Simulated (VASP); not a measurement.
# CdF2 (P1) in VASP: relaxation of cell and atoms with PBE

Aim: the relaxation of cell and atoms of CdF2 with PBE.

All numbers are computed with VASP 6.6.1; they aren't measurements. Logs are shortened: lines on timing, memory, paths and dates and some standing lists are left out, and cuts for length are marked.

## 1. The cell of the first run

The typed cell holds 6 atoms: a = 3.338 Å, b = 3.222 Å, c = 10.346 Å, α = 87.24°, β = 90.24°, γ = 119.09°.

## 2. Relaxation of cell and atoms, PBE

Contents of INCAR:

```
ALGO = Normal
EDIFF = 1E-7
EDIFFG = -0.015
ENCUT = 600
GGA = PE
IBRION = 2
ISIF = 3
ISMEAR = 0
LASPH = True
LCHARG = False
LREAL = False
LWAVE = False
NELM = 100
NSW = 100
PREC = Accurate
SIGMA = 0.1
```

Contents of KPOINTS:

```
k-points
0
Gamma
  6 6 2
```

Contents of POSCAR:

```
CdF2
1.0
    3.3371538393      0.0598827353     -0.0079545706
   -1.6167169496      2.7862895756      0.0798613970
   -0.0240649016      0.2650864780     10.3422836470
Cd F
2 4
Direct
    0.3292938408      0.6485415048      0.2473752779
    0.6871839790      0.3425098500      0.7427636197
    0.3285697105      0.6538027770      0.6290466295
    0.6712527833      0.3561511704      0.1291660995
    0.3438381947      0.6822236967      0.8709479869
    0.6398614916      0.3167710011      0.3807003865
```

Potentials or basis: VASP PAW PBE potentials, release 64 (Cd, F).

Launch:

```console
$ cat potpaw_PBE.64/Cd/POTCAR potpaw_PBE.64/F/POTCAR > POTCAR
$ mpirun -np 1 vasp_std > vasp.out
```

OUTCAR:

```text
EDIFF = 1E-7
   EDIFFG = -0.015
   ENCUT = 600
   GGA = PE
   IBRION = 2
   ISIF = 3
   ISMEAR = 0
   LASPH = True
   LREAL = False
   NELM = 100
   NSW = 100
   PREC = Accurate

 ion  position               nearest neighbor table
   1  0.329  0.649  0.247-   4 2.20   6 2.25   4 2.28   4 2.30   6 2.39   6 2.42
   2  0.687  0.343  0.743-   3 2.19   3 2.21   5 2.23   3 2.32   5 2.35   5 2.38
   3  0.329  0.654  0.629-   2 2.19   2 2.21   2 2.32
   4  0.671  0.356  0.129-   1 2.20   1 2.28   1 2.30
   5  0.344  0.682  0.871-   2 2.23   2 2.35   2 2.38
   6  0.640  0.317  0.381-   1 2.25   1 2.39   1 2.42

  LATTYP: Found a triclinic cell.
 ALAT       =     3.2223533538
 B/A-ratio  =     1.0323279060
 C/A-ratio  =     3.7047459131
 COS(alpha) =     0.0176288163
 COS(beta)  =     0.4475366030
 COS(gamma) =     0.4808683615

  Lattice vectors:

 A1 = (   1.6167169496,  -2.7862895756,  -0.0798613970)
 A2 = (  -1.7204368897,  -2.8461723109,  -0.0719068264)
 A3 = (   4.9779356905,  -2.9914933183, -10.4300996146)

Analysis of symmetry for initial positions (statically):
=====================================================================
 Subroutine PRICEL returns:
 Original cell was already a primitive cell.

 Routine SETGRP: Setting up the symmetry group for a
 triclinic supercell.

 Subroutine GETGRP returns: Found  1 space group operations
 (whereof  1 operations were pure point group operations)
 out of a pool of  2 trial point group operations.

The static configuration has the point symmetry C_1 .

Analysis of symmetry for dynamics (positions and initial velocities):
=====================================================================
 Subroutine PRICEL returns:
 Original cell was already a primitive cell.

 Routine SETGRP: Setting up the symmetry group for a
 triclinic supercell.

 Subroutine GETGRP returns: Found  1 space group operations
 (whereof  1 operations were pure point group operations)
 out of a pool of  2 trial point group operations.

The dynamic configuration has the point symmetry C_1 .

 Subroutine INISYM returns: Found  1 space group operations
 (whereof  1 operations are pure point group operations),
 and found     1 'primitive' translations

----------------------------------------------------------------------------------------

                                     Primitive cell

  volume of cell :      97.0988

  direct lattice vectors                    reciprocal lattice vectors
     3.337153839  0.059882735 -0.007954571     0.296558004  0.172181562 -0.003723198
    -1.616716950  2.786289576  0.079861397    -0.006400006  0.355448259 -0.009125503
    -0.024064902  0.265086478 10.342283647     0.000277512 -0.002612282  0.096758046

  length of vectors
     3.337700550  3.222353354 10.345708337     0.342938773  0.355622974  0.096793701

  position of ions in fractional coordinates (direct lattice)
     0.329293841  0.648541505  0.247375278
     0.687183979  0.342509850  0.742763620
     0.328569710  0.653802777  0.629046630
     0.671252783  0.356151170  0.129166099
     0.343838195  0.682223697  0.870947987
     0.639861492  0.316771001  0.380700387

  ion indices of the primitive-cell ions
   primitive index   ion index
                 1           1
                 2           2
                 3           3
                 4           4
                 5           5
                 6           6

----------------------------------------------------------------------------------------

 KPOINTS: k-points

Automatic generation of k-mesh.
 Grid dimensions read from file:
 generate k-points for:    6    6    2

 Generating k-lattice:

  Cartesian coordinates                     Fractional coordinates (reciprocal lattice)
     0.049426334  0.028696927 -0.000620533     0.166666667 -0.000000000 -0.000000000
    -0.001066668  0.059241376 -0.001520917    -0.000000000  0.166666667  0.000000000
     0.000138756 -0.001306141  0.048379023     0.000000000  0.000000000  0.500000000

  Length of vectors
     0.057156462  0.059270496  0.048396850

  Shift w.r.t. Gamma in fractional coordinates (k-lattice)
     0.000000000  0.000000000  0.000000000

 Subroutine IBZKPT returns following result:
 ===========================================

 Found     40 irreducible k-points:

 Following reciprocal coordinates:
            Coordinates               Weight
  0.000000  0.000000  0.000000      1.000000
  0.166667  0.000000  0.000000      2.000000
  0.333333 -0.000000 -0.000000      2.000000
  0.500000 -0.000000 -0.000000      1.000000
 -0.000000  0.166667  0.000000      2.000000
  0.166667  0.166667 -0.000000      2.000000
[... 16 lines left out ...]
  0.333333  0.000000  0.500000      2.000000
  0.500000 -0.000000  0.500000      1.000000
 [... further k-points ...]
   k-points           NKPTS =     40   k-points in BZ     NKDIM =     40   number of bands    NBANDS=     31
   number of dos      NEDOS =    301   number of ions     NIONS =      6
   total plane-waves  NPLWV =  65856
   dimension x,y,z NGX =    28 NGY =   28 NGZ =   84
   dimension x,y,z NGXF=    56 NGYF=   56 NGZF=  168
   ions per type =               2   4
   NGX,Y,Z   is equivalent  to a cutoff of  13.95, 14.45, 13.50 a.u.
   NGXF,Y,Z  is equivalent  to a cutoff of  27.89, 28.89, 27.00 a.u.
 SYSTEM =  unknown system
   PREC   = accura    normal or accurate (medium, high low for compatibility)
   ISTART =      0    job   : 0-new  1-cont  2-samecut
   ICHARG =      2    charge: 1-file 2-atom 10-const
   ISPIN  =      1    spin polarized calculation?
   LNONCOLLINEAR =      F non collinear calculations
   LSORBIT =      F    spin-orbit coupling
   LASPH  =      T    aspherical Exc in radial PAW
   ENCUT  =  600.0 eV  44.10 Ry    6.64 a.u.   6.67  6.44 20.66*2*pi/ulx,y,z
   NELM   =    100;   NELMIN=  2; NELMDL= -5     # of ELM steps
   EDIFF  = 0.1E-06   stopping-criterion for ELM
   LREAL  =      F    real-space projection
   EDIFFG = -.1E-01   stopping-criterion for IOM
   NSW    =    100    number of steps for IOM
   IBRION =      2    ionic relax: 0-MD 1-quasi-New 2-CG
   NFREE  =      1    steps in history (QN), initial steepest desc. (CG)
   ISIF   =      3    stress and relaxation
   ISYM   =      2    0-nonsym 1-usesym 2-fastsym
   POTIM  = 0.5000    time-step for ionic-motion
   TEBEG  =    0.0;   TEEND  =   0.0 temperature during run
   PSTRESS=    0.0 pullay stress
   NELECT =      52.0000    total number of electrons
   NUPDOWN=      -1.0000    fix difference up-down
   EMIN   =  10.00;   EMAX   =-10.00  energy-range for DOS
   EFERMI =   0.00;   METHOD = LEGACY
   ISMEAR =     0;   SIGMA  =   0.10  broadening in eV -4-tet -1-fermi 0-gaus
   EFERMI_NEDOS =   21; number of points for ismear=-14 and -15
   IALGO  =     38    algorithm
   IMIX   =      4    mixing-type and parameters
     AMIX     =   0.40;   BMIX     =  1.00
     AMIX_MAG =   1.60;   BMIX_MAG =  1.00
  volume/ion in A,a.u.               =      16.18       109.21
  Fermi-wavevector in a.u.,A,eV,Ry     =   1.329448  2.512292 24.047368  1.767432
  Thomas-Fermi vector in A             =   2.458610
   LORBIT       =      0    0 simple, 1 ext, 2 COOP (PROOUT), +10 PAW based schemes
   GGA     = PE    functional components
   LHFCALC =     F    Hartree Fock is set to
   AEXX    =    0.0000 exact exchange contribution
   IVDW    =     0    specifies the selected vdW correction
   LEPSILON=     F    determine dielectric tensor
   LRPA    =     F    only Hartree local field effects (RPA)
 conjugate gradient relaxation of ions
 non-spin polarized calculation
 Gauss-broadening in eV      SIGMA  =   0.10
  energy-cutoff  :      600.00
  volume of cell :       97.10
 maximum number of plane-waves:      3280
 NGX is ok and might be reduce to    28
   NGX = 13   NGY = 13   NGZ = 41

--------------------------------------- Ionic step        1  -------------------------------------------

 number of electron      52.0000007 magnetization

 Free energy of the ion-electron system (eV)
  ---------------------------------------------------
  ext. energy  EPLUGINS =         0.00000000
  ---------------------------------------------------
  free energy    TOTEN  =       -20.10640384 eV

  energy without entropy =      -20.10640384  energy(sigma->0) =      -20.10640384

------------------------ aborting loop because EDIFF is reached ----------------------------------------

  FORCE on cell =-STRESS in cart. coord.  units (eV):
  Direction    XX          YY          ZZ          XY          YZ          ZX
  --------------------------------------------------------------------------------------
  -------------------------------------------------------------------------------------
  Total        2.2129449      2.2115460     -0.2154896     -0.8739933     -0.3345792     -0.1374912
  in kB       36.5146637     36.4915812     -3.5556821    -14.4213140     -5.5207197     -2.2686722
  external PRESSURE =      23.1501876 kB  Pullay stress =       0.0000000 kB
[... 101 lines left out ...]
  FREE ENERGIE OF THE ION-ELECTRON SYSTEM (eV)
  ---------------------------------------------------
  free  energy   TOTEN  =       -20.2285748211 eV

  energy  without entropy=      -20.2285748211  energy(sigma->0) =      -20.22857482

[... ionic steps 4 to 24 ...]

--------------------------------------- Ionic step       25  -------------------------------------------

 number of electron      52.0000007 magnetization

------------------------ aborting loop because EDIFF is reached ----------------------------------------
[... 75 lines left out ...]
--------------------------------------- Ionic step       27  -------------------------------------------

 number of electron      52.0000006 magnetization

 Free energy of the ion-electron system (eV)
  ---------------------------------------------------
  ext. energy  EPLUGINS =         0.00000000
  ---------------------------------------------------
  free energy    TOTEN  =       -20.27165064 eV

  energy without entropy =      -20.27165064  energy(sigma->0) =      -20.27165064

 E-fermi :  -2.2251     XC(G=0):  -9.2425

 val. band max:       -2.6885110715   @ k =   0.5000  -0.0000  -0.0000
 cond. band min:      -0.3841517746   @ k =   0.0000   0.0000   0.0000
 fundamental gap:      2.3043592969
 Fermi energy:        -2.2251013761

 k-point     1 :       0.0000    0.0000    0.0000
  band No.  band energies     occupation
      1     -23.0103      2.00000
      2     -22.8983      2.00000
      3     -22.5551      2.00000
      4     -22.4316      2.00000
      5      -8.4245      2.00000
      6      -8.3821      2.00000
[... 805 lines left out ...]
     30       4.9729      0.00000
     31       9.2992      0.00000

 [... further k-points ...]

------------------------ aborting loop because EDIFF is reached ----------------------------------------

  FORCE on cell =-STRESS in cart. coord.  units (eV):
  Direction    XX          YY          ZZ          XY          YZ          ZX
  --------------------------------------------------------------------------------------
  -------------------------------------------------------------------------------------
  Total       -0.0076036     -0.0105968     -0.0214959     -0.0023946     -0.0018026      0.0004578
  in kB       -0.1267713     -0.1766767     -0.3583923     -0.0399247     -0.0300534      0.0076326
  external PRESSURE =      -0.2206135 kB  Pullay stress =       0.0000000 kB
[... 21 lines left out ...]
  FREE ENERGIE OF THE ION-ELECTRON SYSTEM (eV)
  ---------------------------------------------------
  free  energy   TOTEN  =       -20.2716506402 eV

  energy  without entropy=      -20.2716506402  energy(sigma->0) =      -20.27165064

 reached required accuracy - stopping structural energy minimisation
```

Run time: 21 min. Hardware: 1 thread of Intel Xeon 6975P-C (Granite Rapids), shared host; peak memory 0.32 GiB.

What came out:

```yaml
Free_energy: -20.2717 eV
Relaxed_volume: 16.02 Å³/atom
Relaxed_cell: a = 3.365 Å, b = 3.368 Å, c = 9.794 Å, α = 90.06°, β = 89.97°, γ = 120.03°
Space_group_after_relaxing_to_0.1_Å: P6_3/mmc (No. 194)
Energy_gained_by_relaxing: 27.5 meV/atom
Ionic_steps: 27
Pressure_after_relaxing: 0.0 GPa
Largest_force_after_relaxing: 0.014 eV/Å
Band_gap_on_the_k_mesh: 2.30 eV (least direct gap 2.48 eV)
```

Forces in eV/Å, atoms in the order of the input:
```
Cd  -0.002 -0.001 -0.014
Cd  -0.005 -0.005  0.011
F   -0.003 -0.004  0.004
F    0.004  0.005  0.001
F    0.001  0.007 -0.007
F    0.004 -0.002  0.005
```

Step by step:
```tsv
step	energy change (eV)	largest force (eV/Å)	pressure (GPa)	volume (Å³)
1	0.0000	0.8794	2.32	97.10
2	-0.1158	0.4636	-0.71	100.40
3	-0.1222	0.4111	-1.50	101.48
4	-0.1472	0.1444	0.06	99.88
5	-0.1472	0.1412	0.03	99.91
6	-0.1512	0.0783	-0.02	99.81
7	-0.1540	0.1183	-0.07	99.64
8	-0.1565	0.0739	-0.09	99.45
9	-0.1581	0.1004	-0.10	99.13
10	-0.1599	0.0557	0.05	98.76
11	-0.1602	0.0663	0.15	98.51
12	-0.1612	0.0357	-0.17	98.65
13	-0.1612	0.0366	-0.18	98.65
14	-0.1618	0.0483	-0.03	98.29
15	-0.1619	0.0718	0.03	98.13
16	-0.1626	0.0630	0.01	97.92
17	-0.1639	0.0399	-0.04	97.30
18	-0.1632	0.1056	-0.09	96.05
19	-0.1642	0.0615	-0.05	96.87
20	-0.1648	0.0250	0.09	96.38
21	-0.1648	0.0236	0.09	96.39
22	-0.1649	0.0384	-0.16	96.46
23	-0.1649	0.0182	-0.06	96.44
24	-0.1651	0.0176	-0.02	96.28
25	-0.1651	0.0210	0.01	96.16
26	-0.1652	0.0161	-0.02	96.09
27	-0.1652	0.0137	-0.02	96.10
```

Final structure:
```
CELL_PARAMETERS angstrom
3.36475 -0.00256 0.00153
-1.68373 2.91733 -0.00379
0.00130 0.00154 9.79399
ATOMIC_POSITIONS crystal
Cd 0.32828 0.66488 0.25140
Cd 0.67213 0.33540 0.74862
F 0.34079 0.67108 0.62141
F 0.65992 0.32935 0.12404
F 0.33684 0.66610 0.87602
F 0.66205 0.33319 0.37851
```

A k mesh can miss the band edges.
